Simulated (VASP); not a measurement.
# Ge2Sb2Te5 (P-3m1) in VASP: further runs, part 2 of 2

VASP 6.6.1.

### Step 3. Relaxation of cell and atoms, PBE, target pressure 30 GPa, at which the enthalpy is minimised

File INCAR:

```
PREC = Accurate ; ENCUT = 600
EDIFF = 1E-6 ; ISMEAR = -1
SIGMA = 0.05 ; LREAL = F
LASPH = T ; NELM = 80
ALGO = Normal ; ISIF = 3
LWAVE = F ; LCHARG = F
GGA = PE ; IBRION = 2
NSW = 60 ; EDIFFG = -0.01
PSTRESS = 300.0
```

File KPOINTS:

```
Automatic mesh
0
Gamma
  5 5 2
```

File POSCAR:

```
Ge2Sb2Te5
1.0
    4.2940644248      0.0000000000      0.0000000000
   -2.1470322124      3.7187688774      0.0000000000
    0.0000000000      0.0000000000     17.1013460000
Te Sb Ge
5 2 2
Direct
    0.6666666667      0.3333333333      0.4198920000
    0.3333333333      0.6666666667      0.5801080000
    0.3333333333      0.6666666667      0.2015420000
    0.6666666667      0.3333333333      0.7984580000
    0.0000000000      0.0000000000      0.0000000000
    0.0000000000      0.0000000000      0.3200680000
    0.0000000000      0.0000000000      0.6799320000
    0.6666666667      0.3333333333      0.1028950000
    0.3333333333      0.6666666667      0.8971050000
```

Potentials or basis: VASP PAW PBE potentials, release 64 (Te, Sb, Ge_d).

Run with:

```sh
$ cat potpaw_PBE.64/Te/POTCAR potpaw_PBE.64/Sb/POTCAR potpaw_PBE.64/Ge_d/POTCAR > POTCAR
$ mpirun -np 1 vasp_std > vasp.out
```

OUTCAR:

```text
PREC = Accurate
   ENCUT = 600
   EDIFF = 1E-6
   ISMEAR = -1
   LREAL = F
   LASPH = T
   NELM = 80
   ISIF = 3
   GGA = PE
   IBRION = 2
   NSW = 60
   EDIFFG = -0.01
   PSTRESS = 300.0

 ion  position               nearest neighbor table
   1  0.667  0.333  0.420-   6 3.01   6 3.01   6 3.01
   2  0.333  0.667  0.580-   7 3.01   7 3.01   7 3.01
   3  0.333  0.667  0.202-   8 3.00   8 3.00   8 3.00   6 3.20   6 3.20   6 3.20
   4  0.667  0.333  0.798-   9 3.00   9 3.00   9 3.00   7 3.20   7 3.20   7 3.20
   5  0.000  0.000  0.000-   8 3.04   9 3.04   8 3.04   9 3.04   8 3.04   9 3.04
   6  0.000  0.000  0.320-   1 3.01   1 3.01   1 3.01   3 3.20   3 3.20   3 3.20
   7  0.000  0.000  0.680-   2 3.01   2 3.01   2 3.01   4 3.20   4 3.20   4 3.20
   8  0.667  0.333  0.103-   3 3.00   3 3.00   3 3.00   5 3.04   5 3.04   5 3.04
   9  0.333  0.667  0.897-   4 3.00   4 3.00   4 3.00   5 3.04   5 3.04   5 3.04

  LATTYP: Found a hexagonal cell.
 ALAT       =     4.2940644248
 C/A-ratio  =     3.9825545936

  Lattice vectors:

 A1 = (   4.2940644248,   0.0000000000,   0.0000000000)
 A2 = (  -2.1470322124,   3.7187688774,   0.0000000000)
 A3 = (   0.0000000000,   0.0000000000,  17.1013460000)

Analysis of symmetry for initial positions (statically):
=====================================================================
 Subroutine PRICEL returns:
 Original cell was already a primitive cell.

 Routine SETGRP: Setting up the symmetry group for a
 hexagonal supercell.

 Subroutine GETGRP returns: Found 12 space group operations
 (whereof 12 operations were pure point group operations)
 out of a pool of 24 trial point group operations.

The static configuration has the point symmetry D_3d.

Analysis of symmetry for dynamics (positions and initial velocities):
=====================================================================
 Subroutine PRICEL returns:
 Original cell was already a primitive cell.

 Routine SETGRP: Setting up the symmetry group for a
 hexagonal supercell.

 Subroutine GETGRP returns: Found 12 space group operations
 (whereof 12 operations were pure point group operations)
 out of a pool of 24 trial point group operations.

The dynamic configuration has the point symmetry D_3d.
[... 99 lines left out ...]
   LREAL  =      F    real-space projection
   EDIFFG = -.1E-01   stopping-criterion for IOM
   NSW    =     60    number of steps for IOM
   IBRION =      2    ionic relax: 0-MD 1-quasi-New 2-CG
   NFREE  =      1    steps in history (QN), initial steepest desc. (CG)
   ISIF   =      3    stress and relaxation
   ISYM   =      2    0-nonsym 1-usesym 2-fastsym
   POTIM  = 0.5000    time-step for ionic-motion
   TEBEG  =    0.0;   TEEND  =   0.0 temperature during run
   PSTRESS=  300.0 pullay stress
   NELECT =      68.0000    total number of electrons
   NUPDOWN=      -1.0000    fix difference up-down
   EMIN   =  10.00;   EMAX   =-10.00  energy-range for DOS
   EFERMI =   0.00;   METHOD = LEGACY
   ISMEAR =    -1;   SIGMA  =   0.05  broadening in eV -4-tet -1-fermi 0-gaus
   EFERMI_NEDOS =   21; number of points for ismear=-14 and -15
   IALGO  =     38    algorithm
   IMIX   =      4    mixing-type and parameters
     AMIX     =   0.40;   BMIX     =  1.00
     AMIX_MAG =   1.60;   BMIX_MAG =  1.00
  volume/ion in A,a.u.               =      30.34       204.76
  Fermi-wavevector in a.u.,A,eV,Ry     =   1.029940  1.946304 14.432730  1.060776
  Thomas-Fermi vector in A             =   2.164013
   LORBIT       =      0    0 simple, 1 ext, 2 COOP (PROOUT), +10 PAW based schemes
   GGA     = PE    functional components
   LHFCALC =     F    Hartree Fock is set to
   AEXX    =    0.0000 exact exchange contribution
   IVDW    =     0    specifies the selected vdW correction
   LEPSILON=     F    determine dielectric tensor
   LRPA    =     F    only Hartree local field effects (RPA)
 conjugate gradient relaxation of ions
 non-spin polarized calculation
  energy-cutoff  :      600.00
  volume of cell :      273.09
 maximum number of plane-waves:      9151
 NGX is ok and might be reduce to    36
   NGX = 17   NGY = 17   NGZ = 69

--------------------------------------- Ionic step        1  -------------------------------------------

 number of electron      68.0000023 magnetization

 Free energy of the ion-electron system (eV)
  ---------------------------------------------------
  ext. energy  EPLUGINS =         0.00000000
  ---------------------------------------------------
  free energy    TOTEN  =       -33.98966108 eV

  energy without entropy =      -33.98779177  energy(sigma->0) =      -33.98872643

 E-fermi :   6.3380     XC(G=0):  -9.4266

 val. band max:        6.2297822850   @ k =   0.0000   0.0000   0.0000
 cond. band min:       6.4993121208   @ k =   0.0000   0.0000   0.0000
 fundamental gap:      0.2695298358
 Fermi energy:         6.3380002026
[... 995 lines left out ...]
  energy  without entropy=      -30.5693601916  energy(sigma->0) =      -30.57313808

  enthalpy is  TOTEN    =         9.1872344374 eV   P V=       39.7641504082

[... ionic steps 4 to 31 ...]

--------------------------------------- Ionic step       32  -------------------------------------------

 number of electron      67.9999999 magnetization

------------------------ aborting loop because EDIFF is reached ----------------------------------------
[... 85 lines left out ...]
--------------------------------------- Ionic step       34  -------------------------------------------

 number of electron      67.9999999 magnetization

 Free energy of the ion-electron system (eV)
  ---------------------------------------------------
  ext. energy  EPLUGINS =         0.00000000
  ---------------------------------------------------
  free energy    TOTEN  =       -28.26005008 eV

  energy without entropy =      -28.22135969  energy(sigma->0) =      -28.24070489

 E-fermi :  11.0155     XC(G=0): -11.0733

 val. band max:       11.0012176352   @ k =   0.2000   0.2000   0.5000
 cond. band min:      11.0593233066   @ k =   0.2000   0.2000   0.0000
 fundamental gap:      0.0581056714
 Fermi energy:        11.0154733583
[... 468 lines left out ...]
  energy  without entropy=      -28.2213596924  energy(sigma->0) =      -28.24070489

  enthalpy is  TOTEN    =         7.9368103768 eV   P V=       36.1968604594

 reached required accuracy - stopping structural energy minimisation
```

OSZICAR:

```text
N       E                     dE             d eps       ncg     rms          rms(c)
DAV:   1     0.656955132868E+03    0.65696E+03   -0.29922E+04   968   0.246E+03
DAV:   2     0.785607854707E+02   -0.57839E+03   -0.56280E+03   832   0.673E+02
DAV:   3    -0.261361624168E+02   -0.10470E+03   -0.10204E+03   944   0.171E+02
[... 380 lines left out ...]
DAV:   1    -0.282600560404E+02    0.47977E-02   -0.14306E-03  1032   0.227E-01    0.263E-02
DAV:   2    -0.282600526523E+02    0.33881E-05   -0.51807E-05  1104   0.594E-02    0.151E-02
DAV:   3    -0.282600516146E+02    0.10377E-05   -0.23627E-05  1008   0.337E-02    0.945E-03
DAV:   4    -0.282600500038E+02    0.16107E-05   -0.51192E-06   664   0.157E-02    0.472E-03
DAV:   5    -0.282600500826E+02   -0.78785E-07   -0.12864E-06   496   0.733E-03
  34 F= 0.79368104E+01 E0= 0.79561556E+01  d E =-.166364E-04
```

Wall time 33 min (1 thread of AMD EPYC 9R45 (Zen 5), shared host); peak memory 0.54 GiB.

What came out:

```yaml
Free_energy: -28.2601 eV
Relaxed_volume: 21.48 Å³/atom
Relaxed_cell: a = 3.652 Å, b = 3.652 Å, c = 16.737 Å, α = 90.00°, β = 90.00°, γ = 120.00°
Space_group_after_relaxing_to_0.1_Å: P-3m1 (No. 164)
Energy_change_on_relaxing_the_run_minimises_the_enthalpy: +636.6 meV/atom
Ionic_steps: 34
Pressure_after_relaxing: 30.0 GPa
Largest_force_after_relaxing: 0.006 eV/Å
Band_gap_on_the_k_mesh: zero (bands 34 and 35 overlap by 2.18 eV)
```

Forces in eV/Å, atoms in the order of the input:
```
Te   0.000  0.000 -0.002
Te   0.000  0.000  0.002
Te   0.000  0.000  0.006
Te   0.000  0.000 -0.006
Te   0.000  0.000  0.000
Sb   0.000  0.000  0.003
Sb   0.000  0.000 -0.003
Ge   0.000  0.000 -0.001
Ge   0.000  0.000  0.001
```

The path:
```csv
step,energy change (eV),largest force (eV/Å),pressure (GPa),volume (Å³)
1,0.0000,0.1008,0.32,273.09
2,84.1179,21.1130,385.42,105.73
3,3.4127,2.0041,22.20,212.36
4,4.2388,2.2933,25.82,206.85
5,5.2453,2.6477,30.05,201.07
6,5.3208,1.0004,29.90,198.01
7,5.5142,0.9796,30.12,196.71
8,5.4295,0.6255,29.53,196.18
9,5.4543,0.4703,29.35,195.80
10,5.4837,0.6219,29.29,195.61
11,5.9899,0.2659,31.68,192.39
12,6.1631,0.2879,32.48,191.44
13,5.9234,0.4267,31.31,192.51
14,5.7921,0.5079,30.57,193.17
15,5.6710,0.3909,29.95,193.74
16,5.5133,0.2292,29.12,194.54
17,5.6913,0.1195,29.85,193.56
18,5.7792,0.1185,30.30,193.09
19,5.7621,0.1165,30.15,193.18
20,5.7676,0.1171,30.21,193.15
21,5.7520,0.1116,30.11,193.22
22,5.7083,0.1052,29.86,193.44
23,5.7604,0.0621,30.15,193.16
24,5.7803,0.0506,30.22,193.05
25,5.8206,0.0830,30.44,192.83
26,5.7932,0.0586,30.24,192.98
27,5.7186,0.0505,29.87,193.37
28,5.7216,0.0510,29.93,193.36
29,5.7201,0.0508,29.96,193.37
30,5.7280,0.0276,29.99,193.32
31,5.7375,0.0147,30.03,193.27
32,5.7235,0.0103,29.96,193.35
33,5.7248,0.0109,29.96,193.34
34,5.7296,0.0056,30.00,193.31
```

Final structure:
```cif
data_structure
_symmetry_space_group_name_H-M 'P 1'
_symmetry_Int_Tables_number 1
_cell_length_a 3.6519
_cell_length_b 3.6519
_cell_length_c 16.7371
_cell_angle_alpha 90.000
_cell_angle_beta 90.000
_cell_angle_gamma 120.000
_cell_volume 193.31
loop_
_atom_site_label
_atom_site_type_symbol
_atom_site_fract_x
_atom_site_fract_y
_atom_site_fract_z
_atom_site_occupancy
Te1 Te 0.66667 0.33333 0.43521 1
Te2 Te 0.33333 0.66667 0.56479 1
Te3 Te 0.33333 0.66667 0.19932 1
Te4 Te 0.66667 0.33333 0.80068 1
Te5 Te 0.00000 0.00000 0.00000 1
Sb1 Sb 0.00000 0.00000 0.32180 1
Sb2 Sb 0.00000 0.00000 0.67820 1
Ge1 Ge 0.66667 0.33333 0.10104 1
Ge2 Ge 0.33333 0.66667 0.89896 1
```

Caveat: the cell is relaxed towards a set pressure, so the run minimises the enthalpy, not the energy; the volume moved by over 15 % at a fixed basis, so the end points are rough; spin-orbit coupling is left out, which moves the levels of the heavy elements.

### Step 4. Single point, PBE+D3(BJ)

This run uses another cell than the first one, of 29.04 Å³/atom.

File INCAR:

```
SYSTEM = Ge2Sb2Te5
ALGO = Normal
EDIFF = 1E-6
ENCUT = 520
GGA = PE
ISIF = 2
ISMEAR = -1
IVDW = 12
LASPH = .True.
LCHARG = .False.
LREAL = .False.
LWAVE = .False.
NBANDS = 44
NELM = 60
PREC = Accurate
SIGMA = 0.05
```

File KPOINTS:

```
k-points
0
Gamma
  7 7 2
  0 0 0
```

File POSCAR:

```
Ge2Sb2Te5
1.0
    4.2310150410      0.0000000000      0.0000000000
   -2.1155075205      3.6641665093      0.0000000000
    0.0000000000      0.0000000000     16.8612472073
Te Sb Ge
5 2 2
Direct
    0.6666666667      0.3333333333      0.4205552480
    0.3333333333      0.6666666667      0.5794447520
    0.3333333333      0.6666666667      0.1992052269
    0.6666666667      0.3333333333      0.8007947731
    0.0000000000      0.0000000000      0.0000000000
    0.0000000000      0.0000000000      0.3182284525
    0.0000000000      0.0000000000      0.6817715475
    0.6666666667      0.3333333333      0.1007900931
    0.3333333333      0.6666666667      0.8992099069
```

Run with:

```sh
$ cat potpaw_PBE.64/Te/POTCAR potpaw_PBE.64/Sb/POTCAR potpaw_PBE.64/Ge_d/POTCAR > POTCAR
$ mpirun -np 1 vasp_std > vasp.out
```

Run time: 2.8 min. Hardware: 1 thread of Intel Xeon 6975P-C (Granite Rapids), shared host; peak memory 0.45 GiB.

It converged, with:

* Free energy: -37.7681 eV
* Pressure: 0.0 GPa
* Largest force: 0.033 eV/Å
* Band gap on the k mesh: 0.11 eV
* Dispersion energy per atom: -0.432 eV

Forces in eV/Å, atoms in the order of the input:
```
Te   0.000  0.000  0.021
Te   0.000  0.000 -0.021
Te   0.000  0.000  0.011
Te   0.000  0.000 -0.011
Te   0.000  0.000  0.000
Sb   0.000  0.000 -0.033
Sb   0.000  0.000  0.033
Ge   0.000  0.000  0.001
Ge   0.000  0.000 -0.001
```

Levels at points of the mesh, in eV from the valence-band top:
```tsv
k point	band 32	band 33	band 34	band 35	band 36	band 37
(0.00, 0.00, 0.00)	-1.16	-0.87	0.00	0.11	0.11	0.24
(0.00, 0.00, 0.50)	-1.46	-0.73	-0.17	0.34	0.34	0.47
```

Caveat: spin-orbit coupling is left out, which moves the levels of the heavy elements; an odd mesh through Γ misses points on the zone boundary, where band edges can lie.

### Step 5. Single point, PBEsol

This run uses another cell than the first one, of 29.00 Å³/atom.

File INCAR:

```
PREC = Accurate
ENCUT = 520
EDIFF = 1E-6
ISMEAR = -1
SIGMA = 0.05
LREAL = F
LASPH = T
NELM = 60
ALGO = Normal
ISIF = 2
LWAVE = F
LCHARG = T
GGA = PS
LELF = T
LVHAR = T
NBANDS = 44
```

File KPOINTS:

```
regular mesh
0
Gamma
  7 7 2
```

File POSCAR:

```
Ge2Sb2Te5
1.0
    4.2252556970      0.0000000000      0.0000000000
   -2.1126278485      3.6591787711      0.0000000000
    0.0000000000      0.0000000000     16.8789735381
Te Sb Ge
5 2 2
Direct
    0.6666666667      0.3333333333      0.4185582093
    0.3333333333      0.6666666667      0.5814417907
    0.3333333333      0.6666666667      0.1981745278
    0.6666666667      0.3333333333      0.8018254722
    0.0000000000      0.0000000000      0.0000000000
    0.0000000000      0.0000000000      0.3167948819
    0.0000000000      0.0000000000      0.6832051181
    0.6666666667      0.3333333333      0.1002494744
    0.3333333333      0.6666666667      0.8997505256
```

Potentials or basis: VASP PAW PBE potentials, release 64 (Te, Sb, Ge_d).

Run with:

```sh
$ cat potpaw_PBE.64/Te/POTCAR potpaw_PBE.64/Sb/POTCAR potpaw_PBE.64/Ge_d/POTCAR > POTCAR
$ mpirun -np 1 vasp_std > vasp.out
```

OUTCAR:

```text
PREC = Accurate
   ENCUT = 520
   EDIFF = 1E-6
   ISMEAR = -1
   LREAL = F
   LASPH = T
   NELM = 60
   ISIF = 2
   GGA = PS

 ion  position               nearest neighbor table
   1  0.667  0.333  0.419-   6 2.98   6 2.98   6 2.98   2 3.68   2 3.68   2 3.68
   2  0.333  0.667  0.581-   7 2.98   7 2.98   7 2.98   1 3.68   1 3.68   1 3.68
   3  0.333  0.667  0.198-   8 2.95   8 2.95   8 2.95   6 3.16   6 3.16   6 3.16
   4  0.667  0.333  0.802-   9 2.95   9 2.95   9 2.95   7 3.16   7 3.16   7 3.16
   5  0.000  0.000  0.000-   8 2.97   9 2.97   8 2.97   9 2.97   8 2.97   9 2.97
   6  0.000  0.000  0.317-   1 2.98   1 2.98   1 2.98   3 3.16   3 3.16   3 3.16
[... 960 lines left out ...]
  external PRESSURE =       0.1649667 kB  Pullay stress =       0.0000000 kB

 VOLUME and BASIS-vectors are now :
 -----------------------------------------------------------------------------
  energy-cutoff  :      520.00
  volume of cell :      260.97
      direct lattice vectors                 reciprocal lattice vectors
     4.225255697  0.000000000  0.000000000     0.236672067  0.136642682  0.000000000
    -2.112627848  3.659178771  0.000000000     0.000000000  0.273285363  0.000000000
     0.000000000  0.000000000 16.878973538     0.000000000  0.000000000  0.059245309

 POSITION                                       TOTAL-FORCE (eV/Angst)
 -----------------------------------------------------------------------------------
      2.11263      1.21973      7.06483        -0.000000     -0.000000      0.035721
     -0.00000      2.43945      9.81414         0.000000      0.000000     -0.035721
     -0.00000      2.43945      3.34498         0.000000      0.000000      0.005798
      2.11263      1.21973     13.53399        -0.000000      0.000000     -0.005798
      0.00000      0.00000      0.00000         0.000000      0.000000     -0.000000
      0.00000      0.00000      5.34717         0.000000      0.000000     -0.033718
      0.00000      0.00000     11.53180         0.000000     -0.000000      0.033718
      2.11263      1.21973      1.69211        -0.000000      0.000000      0.003213
     -0.00000      2.43945     15.18687         0.000000      0.000000     -0.003213
 -----------------------------------------------------------------------------------
    total drift:                                0.000000     -0.000000      0.000000

  FREE ENERGIE OF THE ION-ELECTRON SYSTEM (eV)
  ---------------------------------------------------
  free  energy   TOTEN  =       -37.6052370392 eV

  energy  without entropy=      -37.6029255300  energy(sigma->0) =      -37.60408128
```

stdout:

```text
POSCAR found type information on POSCAR TeSbGe
 POSCAR found :  3 types and       9 ions
 scaLAPACK will be used
 -----------------------------------------------------------------------------
|                                                                             |
|                                                                             |
|     You enforced a specific xc type in the INCAR file but a different       |
|     I HOPE YOU KNOW WHAT YOU ARE DOING!                                     |
|                                                                             |
 -----------------------------------------------------------------------------

 LDA part: xc-table for (Slater+PW92), standard interpolation
 POSCAR, INCAR and KPOINTS ok, starting setup
 FFT: planning ... GRIDC
 FFT: planning ... GRID_SOFT
 FFT: planning ... GRID
 WAVECAR not read
 entering main loop
```

Wall time 2.6 min (1 thread of Intel Xeon Platinum 8559C (Emerald Rapids), shared host); peak memory 0.44 GiB.

Results:

| Quantity | Value |
| --- | --- |
| Free energy | -37.6052 eV |
| Pressure | 0.0 GPa |
| Largest force | 0.036 eV/Å |
| Band gap on the k mesh | 0.15 eV |

Forces in eV/Å, atoms in the order of the input:
```
Te   0.000  0.000  0.036
Te   0.000  0.000 -0.036
Te   0.000  0.000  0.006
Te   0.000  0.000 -0.006
Te   0.000  0.000  0.000
Sb   0.000  0.000 -0.034
Sb   0.000  0.000  0.034
Ge   0.000  0.000  0.003
Ge   0.000  0.000 -0.003
```

Levels at points of the mesh, in eV from the valence-band top:
| k point | band 30 | band 31 | band 32 | band 33 | band 34 | band 35 | band 36 | band 37 | band 38 | band 39 |
| --- | --- | --- | --- | --- | --- | --- | --- | --- | --- | --- |
| (0.00, 0.00, 0.00) | -1.41 | -1.41 | -1.14 | -0.84 | 0.00 | 0.15 | 0.15 | 0.22 | 0.86 | 0.86 |
| (0.00, 0.00, 0.50) | -1.54 | -1.54 | -1.43 | -0.71 | -0.17 | 0.35 | 0.35 | 0.50 | 0.52 | 0.52 |

Caveat: the PAW data sets were made with another functional, which shifts forces and pressure a little; spin-orbit coupling is left out, which moves the levels of the heavy elements; an odd mesh through Γ misses points on the zone boundary, where band edges can lie.

### Step 6. The runs side by side

| task | level | cell | k mesh | cutoff (eV) | gap on the mesh (eV) | pressure (GPa) | largest force (eV/Å) |
| --- | --- | --- | --- | --- | --- | --- | --- |
| single point | PBE | a = 4.294, b = 4.294, c = 17.101 Å, angles 90.0, 90.0, 120.0°, 9 atoms, atomic positions A | 5 × 5 × 2 | 520 | 0.27 | 0.3 | 0.10 |
| relaxation of cell and atoms | PBE | relaxed to 30 GPa from a = 4.294, b = 4.294, c = 17.101 Å, angles 90.0, 90.0, 120.0°, 9 atoms, atomic positions A | 5 × 5 × 2 | 600 | none | 30.0 | 0.01 |
| single point | PBE+D3(BJ) | a = 4.231, b = 4.231, c = 16.861 Å, angles 90.0, 90.0, 120.0°, 9 atoms, atomic positions B | 7 × 7 × 2 | 520 | 0.11 | 0.0 | 0.03 |
| single point | PBEsol | a = 4.225, b = 4.225, c = 16.879 Å, angles 90.0, 90.0, 120.0°, 9 atoms, atomic positions C | 7 × 7 × 2 | 520 | 0.15 | 0.0 | 0.04 |

Alike in all rows: potentials or basis VASP PAW PBE potentials, release 64 (Te, Sb, Ge_d); no spin polarisation; smearing fermi-dirac 0.05 eV.

Caveats: spin-orbit coupling is left out, which moves the levels of the heavy elements; an odd mesh through Γ misses points on the zone boundary, where band edges can lie (at least some runs); the cell is relaxed towards a set pressure, so the run minimises the enthalpy, not the energy (at least some runs); the volume moved by over 15 % at a fixed basis, so the end points are rough (at least some runs); the PAW data sets were made with another functional, which shifts forces and pressure a little (at least some runs).

Absolute energies hang on the potentials; compare differences alone.
